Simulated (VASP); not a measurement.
# La2SiF (Cmmm) in VASP: single point with PBE

Aim: the single point of La2SiF with PBE.

Everything below comes from runs of VASP 6.6.1. Logs are shortened: lines on timing, memory, paths and dates and some standing lists are left out, and cuts for length are marked.

### Step 1. The cell of the first run

The structure is orthorhombic, space group Cmmm (No. 65). The conventional cell has a = 5.403 Å, b = 7.012 Å, c = 4.895 Å, α = 90.00°, β = 90.00°, γ = 90.00°. Within 2.5 Å of La (site symmetry m2m) lie 1 F at 1.90 Å. Si (site symmetry mmm) has 2 F at 2.45 Å and 4 La at 3.10 Å within 3.2 Å. F (site symmetry mmm) has 2 La at 1.90 Å and 2 Si at 2.45 Å within 2.5 Å.

### Step 2. Single point, PBE

INCAR reads:

```
PREC     = Accurate       # precision mode
ENCUT    = 520            # plane-wave cutoff, eV
EDIFF    = 1E-6           # SCF threshold, eV
ISMEAR   = 0              # smearing method
SIGMA    = 0.1            # smearing width, eV
LREAL    = F              # projectors in reciprocal space
LASPH    = T              # aspherical terms in the spheres
NELM     = 60             # most SCF steps
ALGO     = Normal         # electronic algorithm
ISIF     = 2              # what is computed and relaxed
LWAVE    = F              # write WAVECAR
LCHARG   = F              # write CHGCAR
GGA      = PE             # functional
NBANDS   = 24             # bands
```

KPOINTS reads:

```
Automatic mesh
0
Gamma
  4 4 4
```

POSCAR reads:

```
La2SiF
1.0
    2.7017257300     -3.5061997500      0.0000000000
    2.7017257300      3.5061997500      0.0000000000
    0.0000000000      0.0000000000      4.8950142400
La Si F
2 1 1
Direct
    0.2712124100      0.7287875900      0.5000000000
    0.7287875900      0.2712124100      0.5000000000
    0.0000000000      0.0000000000      0.0000000000
    0.0000000000      0.0000000000      0.5000000000
```

Potentials or basis: VASP PAW PBE potentials, release 64 (La, Si, F).

Launch:

```bash
$ cat potpaw_PBE.64/La/POTCAR potpaw_PBE.64/Si/POTCAR potpaw_PBE.64/F/POTCAR > POTCAR
$ mpirun -np 1 vasp_std > vasp.out
```

OUTCAR:

```text
PREC = Accurate
   ENCUT = 520
   EDIFF = 1E-6
   ISMEAR = 0
   LREAL = F
   LASPH = T
   NELM = 60
   ISIF = 2
   GGA = PE

 ion  position               nearest neighbor table
   1  0.271  0.729  0.500-   4 1.90   2 2.72   2 2.72   3 3.10   3 3.10   2 3.21
   2  0.729  0.271  0.500-   4 1.90   1 2.72   1 2.72   3 3.10   3 3.10   1 3.21
   3  0.000  0.000  0.000-   4 2.45   4 2.45   1 3.10   1 3.10   2 3.10   2 3.10
   4  0.000  0.000  0.500-   1 1.90   2 1.90   3 2.45   3 2.45

  LATTYP: Found a base centered orthorhombic cell.
 ALAT       =     5.4034514600
 B/A-ratio  =     1.2977630227
 C/A-ratio  =     0.9059051009

  Lattice vectors:

 A1 = (   2.7017257300,  -3.5061997500,   0.0000000000)
 A2 = (   2.7017257300,   3.5061997500,   0.0000000000)
 A3 = (   0.0000000000,   0.0000000000,   4.8950142400)

Analysis of symmetry for initial positions (statically):
=====================================================================
 Subroutine PRICEL returns:
 Original cell was already a primitive cell.

 Routine SETGRP: Setting up the symmetry group for a
 base centered orthorhombic supercell.

 Subroutine GETGRP returns: Found  8 space group operations
 (whereof  8 operations were pure point group operations)
 out of a pool of  8 trial point group operations.

The static configuration has the point symmetry D_2h.

Analysis of symmetry for dynamics (positions and initial velocities):
=====================================================================
 Subroutine PRICEL returns:
 Original cell was already a primitive cell.

 Routine SETGRP: Setting up the symmetry group for a
 base centered orthorhombic supercell.

 Subroutine GETGRP returns: Found  8 space group operations
 (whereof  8 operations were pure point group operations)
 out of a pool of  8 trial point group operations.

The dynamic configuration has the point symmetry D_2h.

 Subroutine INISYM returns: Found  8 space group operations
 (whereof  8 operations are pure point group operations),
 and found     1 'primitive' translations

----------------------------------------------------------------------------------------

                                     Primitive cell

  volume of cell :      92.7389

  direct lattice vectors                    reciprocal lattice vectors
     2.701725730 -3.506199750  0.000000000     0.185066898 -0.142604539  0.000000000
     2.701725730  3.506199750  0.000000000     0.185066898  0.142604539  0.000000000
     0.000000000  0.000000000  4.895014240     0.000000000  0.000000000  0.204289498

  length of vectors
     4.426370817  4.426370817  4.895014240     0.233636066  0.233636066  0.204289498

  position of ions in fractional coordinates (direct lattice)
     0.271212410  0.728787590  0.500000000
     0.728787590  0.271212410  0.500000000
     0.000000000  0.000000000  0.000000000
     0.000000000  0.000000000  0.500000000

  ion indices of the primitive-cell ions
   primitive index   ion index
                 1           1
                 2           2
                 3           3
                 4           4

----------------------------------------------------------------------------------------

 KPOINTS: Automatic mesh

Automatic generation of k-mesh.
 Grid dimensions read from file:
 generate k-points for:    4    4    4

 Generating k-lattice:

  Cartesian coordinates                     Fractional coordinates (reciprocal lattice)
     0.046266724 -0.035651135  0.000000000     0.250000000  0.000000000  0.000000000
     0.046266724  0.035651135  0.000000000     0.000000000  0.250000000  0.000000000
     0.000000000  0.000000000  0.051072374     0.000000000  0.000000000  0.250000000

  Length of vectors
     0.058409017  0.058409017  0.051072374

  Shift w.r.t. Gamma in fractional coordinates (k-lattice)
     0.000000000  0.000000000  0.000000000

 Subroutine IBZKPT returns following result:
 ===========================================

 Found     21 irreducible k-points:

 Following reciprocal coordinates:
            Coordinates               Weight
  0.000000  0.000000  0.000000      1.000000
  0.250000  0.000000  0.000000      4.000000
  0.500000  0.000000  0.000000      2.000000
  0.250000  0.250000  0.000000      2.000000
  0.500000  0.250000  0.000000      4.000000
 -0.250000  0.250000  0.000000      2.000000
[... 13 lines left out ...]
 -0.250000  0.250000  0.500000      2.000000
  0.500000  0.500000  0.500000      1.000000
   k-points           NKPTS =     21   k-points in BZ     NKDIM =     21   number of bands    NBANDS=     24
   number of dos      NEDOS =    301   number of ions     NIONS =      4
   total plane-waves  NPLWV =  46656
   dimension x,y,z NGX =    36 NGY =   36 NGZ =   36
   dimension x,y,z NGXF=    72 NGYF=   72 NGZF=   72
   ions per type =               2   1   1
   NGX,Y,Z   is equivalent  to a cutoff of  13.52, 13.52, 12.23 a.u.
   NGXF,Y,Z  is equivalent  to a cutoff of  27.04, 27.04, 24.45 a.u.
 SYSTEM =  unknown system
   PREC   = accura    normal or accurate (medium, high low for compatibility)
   ISTART =      0    job   : 0-new  1-cont  2-samecut
   ICHARG =      2    charge: 1-file 2-atom 10-const
   ISPIN  =      1    spin polarized calculation?
   LNONCOLLINEAR =      F non collinear calculations
   LSORBIT =      F    spin-orbit coupling
   LASPH  =      T    aspherical Exc in radial PAW
   ENCUT  =  520.0 eV  38.22 Ry    6.18 a.u.   8.23  8.23  9.10*2*pi/ulx,y,z
   NELM   =     60;   NELMIN=  2; NELMDL= -5     # of ELM steps
   EDIFF  = 0.1E-05   stopping-criterion for ELM
   LREAL  =      F    real-space projection
   EDIFFG = 0.1E-04   stopping-criterion for IOM
   NSW    =      0    number of steps for IOM
   IBRION =     -1    ionic relax: 0-MD 1-quasi-New 2-CG
   NFREE  =      0    steps in history (QN), initial steepest desc. (CG)
   ISIF   =      2    stress and relaxation
   ISYM   =      2    0-nonsym 1-usesym 2-fastsym
   POTIM  = 0.5000    time-step for ionic-motion
   TEBEG  =    0.0;   TEEND  =   0.0 temperature during run
   PSTRESS=    0.0 pullay stress
   NELECT =      33.0000    total number of electrons
   NUPDOWN=      -1.0000    fix difference up-down
   EMIN   =  10.00;   EMAX   =-10.00  energy-range for DOS
[... 5 lines left out ...]
     AMIX     =   0.40;   BMIX     =  1.00
     AMIX_MAG =   1.60;   BMIX_MAG =  1.00
  volume/ion in A,a.u.               =      23.18       156.46
  Fermi-wavevector in a.u.,A,eV,Ry     =   1.160091  2.192255 18.310883  1.345812
  Thomas-Fermi vector in A             =   2.296677
   LORBIT       =      0    0 simple, 1 ext, 2 COOP (PROOUT), +10 PAW based schemes
   GGA     = PE    functional components
   LHFCALC =     F    Hartree Fock is set to
[... 5 lines left out ...]
 Gauss-broadening in eV      SIGMA  =   0.10
  energy-cutoff  :      520.00
  volume of cell :       92.74
 maximum number of plane-waves:      2528
 NGX is ok and might be reduce to    36
   NGX = 17   NGY = 17   NGZ = 19

 number of electron      33.0000004 magnetization

 Free energy of the ion-electron system (eV)
  ---------------------------------------------------
  ext. energy  EPLUGINS =         0.00000000
  ---------------------------------------------------
  free energy    TOTEN  =       -13.98937395 eV

  energy without entropy =      -13.95982665  energy(sigma->0) =      -13.97460030

 E-fermi :   8.0627     XC(G=0):  -9.8329

 val. band max:        8.0420587219   @ k =   0.5000   0.5000   0.0000
 cond. band min:       8.0668050469   @ k =   0.5000   0.5000   0.2500
 fundamental gap:      0.0247463250
 Fermi energy:         8.0626569331

 k-point     1 :       0.0000    0.0000    0.0000
  band No.  band energies     occupation
      1     -26.2205      2.00000
      2     -24.0150      2.00000
      3     -20.6805      2.00000
      4     -11.6665      2.00000
      5     -10.7874      2.00000
      6      -9.1045      2.00000
[... 16 lines left out ...]
     23       9.9969      0.00000
     24      10.0547      0.00000

 k-point     2 :       0.2500    0.0000    0.0000
  band No.  band energies     occupation
      1     -25.9901      2.00000
      2     -24.3953      2.00000
      3     -20.6187      2.00000
      4     -11.0310      2.00000
      5     -10.9239      2.00000
      6      -8.8956      2.00000
[... 16 lines left out ...]
     23       9.8759      0.00000
     24      10.1425      0.00000

 k-point     3 :       0.5000    0.0000    0.0000
  band No.  band energies     occupation
      1     -25.5699      2.00000
      2     -24.9533      2.00000
      3     -20.5667      2.00000
      4     -11.2098      2.00000
      5      -9.0776      2.00000
      6      -9.0722      2.00000
[... 16 lines left out ...]
     23      10.0325      0.00000
     24      10.2508      0.00000

 k-point     4 :       0.2500    0.2500    0.0000
  band No.  band energies     occupation
      1     -25.6692      2.00000
      2     -24.7990      2.00000
      3     -20.6948      2.00000
      4     -10.4121      2.00000
      5      -9.2917      2.00000
      6      -8.8750      2.00000
[... 16 lines left out ...]
     23      10.2123      0.00000
     24      10.3793      0.00000

 k-point     5 :       0.5000    0.2500    0.0000
  band No.  band energies     occupation
      1     -25.5092      2.00000
      2     -24.9789      2.00000
      3     -20.6127      2.00000
      4     -11.1945      2.00000
      5     -10.7013      2.00000
      6      -8.5886      2.00000
[... 370 lines left out ...]
 k-point    19 :       0.5000    0.2500    0.5000
  band No.  band energies     occupation
      1     -25.5069      2.00000
      2     -24.9768      2.00000
      3     -20.6108      2.00000
      4     -11.1885      2.00000
      5     -10.6975      2.00000
      6      -8.6755      2.00000
[... 16 lines left out ...]
     23      10.1515      0.00000
     24      10.2663      0.00000

 k-point    20 :      -0.2500    0.2500    0.5000
  band No.  band energies     occupation
      1     -25.9174      2.00000
      2     -24.4839      2.00000
      3     -20.5312      2.00000
      4     -11.8362      2.00000
      5     -11.1931      2.00000
      6      -9.0066      2.00000
[... 16 lines left out ...]
     23       9.8904      0.00000
     24      10.1466      0.00000

 k-point    21 :       0.5000    0.5000    0.5000
  band No.  band energies     occupation
      1     -25.4295      2.00000
      2     -25.0211      2.00000
      3     -20.6488      2.00000
      4     -11.9985      2.00000
      5      -9.9950      2.00000
      6      -8.7430      2.00000
[... 16 lines left out ...]
     23      10.1695      0.00000
     24      10.2986      0.00000

------------------------ aborting loop because EDIFF is reached ----------------------------------------

  FORCE on cell =-STRESS in cart. coord.  units (eV):
  Direction    XX          YY          ZZ          XY          YZ          ZX
  --------------------------------------------------------------------------------------
  -------------------------------------------------------------------------------------
  Total       16.2815383     34.7424190      2.6579942      0.0000000      0.0000000      0.0000000
  in kB      281.2834299    600.2176577     45.9200911      0.0000000      0.0000000      0.0000000
  external PRESSURE =     309.1403929 kB  Pullay stress =       0.0000000 kB

 VOLUME and BASIS-vectors are now :
 -----------------------------------------------------------------------------
  energy-cutoff  :      520.00
  volume of cell :       92.74
      direct lattice vectors                 reciprocal lattice vectors
     2.701725730 -3.506199750  0.000000000     0.185066898 -0.142604539  0.000000000
     2.701725730  3.506199750  0.000000000     0.185066898  0.142604539  0.000000000
     0.000000000  0.000000000  4.895014240     0.000000000  0.000000000  0.204289498

 POSITION                                       TOTAL-FORCE (eV/Angst)
 -----------------------------------------------------------------------------------
      2.70173      1.60435      2.44751         0.000000     -8.500601     -0.000000
      2.70173     -1.60435      2.44751         0.000000      8.500601      0.000000
      0.00000      0.00000      0.00000         0.000000     -0.000000      0.000000
      0.00000      0.00000      2.44751        -0.000000     -0.000000      0.000000
 -----------------------------------------------------------------------------------
    total drift:                                0.000000      0.000000     -0.000000

  FREE ENERGIE OF THE ION-ELECTRON SYSTEM (eV)
  ---------------------------------------------------
  free  energy   TOTEN  =       -13.9893739493 eV

  energy  without entropy=      -13.9598266496  energy(sigma->0) =      -13.97460030
```

It took 50 s on 1 thread of AMD EPYC 7R13 (Zen 3), shared host; peak memory 0.21 GiB.

Results:

```yaml
Free_energy: -13.9894 eV
Pressure: 30.9 GPa
Largest_force: 8.501 eV/Å
```

Forces in eV/Å, atoms in the order of the input:
```
La   0.000 -8.501  0.000
La   0.000  8.501  0.000
Si   0.000  0.000  0.000
F    0.000  0.000  0.000
```

Levels at points of the mesh, in eV from the Fermi level:
| k point | band 12 | band 13 | band 14 | band 15 | band 16 | band 17 | band 18 | band 19 | band 20 | band 21 |
| --- | --- | --- | --- | --- | --- | --- | --- | --- | --- | --- |
| (0.00, 0.00, 0.00) | -7.38 | -7.32 | -0.78 | -0.62 | -0.57 | 0.09 | 1.25 | 1.30 | 1.48 | 1.59 |
| (0.50, 0.00, 0.00) | -8.24 | -6.78 | -2.50 | -0.32 | 0.26 | 0.30 | 0.41 | 0.86 | 1.37 | 1.51 |
| (0.50, 0.50, 0.00) | -7.68 | -6.35 | -2.52 | -1.55 | -0.86 | -0.27 | -0.02 | 0.48 | 1.01 | 1.21 |
| (0.00, 0.00, 0.50) | -7.37 | -5.66 | -1.58 | -1.23 | -0.57 | -0.24 | -0.09 | -0.04 | 1.02 | 1.82 |
| (0.50, 0.00, 0.50) | -8.23 | -5.41 | -1.85 | -1.40 | -0.90 | 0.34 | 0.65 | 1.14 | 1.21 | 1.58 |
| (0.50, 0.50, 0.50) | -7.66 | -5.24 | -3.06 | -0.87 | -0.50 | 0.03 | 0.20 | 1.14 | 1.14 | 1.27 |

Caveat: the k points lie up to 0.37 Å⁻¹ apart; spin-orbit coupling is left out, which moves the levels of the heavy elements; an odd number of electrons without spin polarisation forces a metal; a magnetic or distorted state may lie lower.
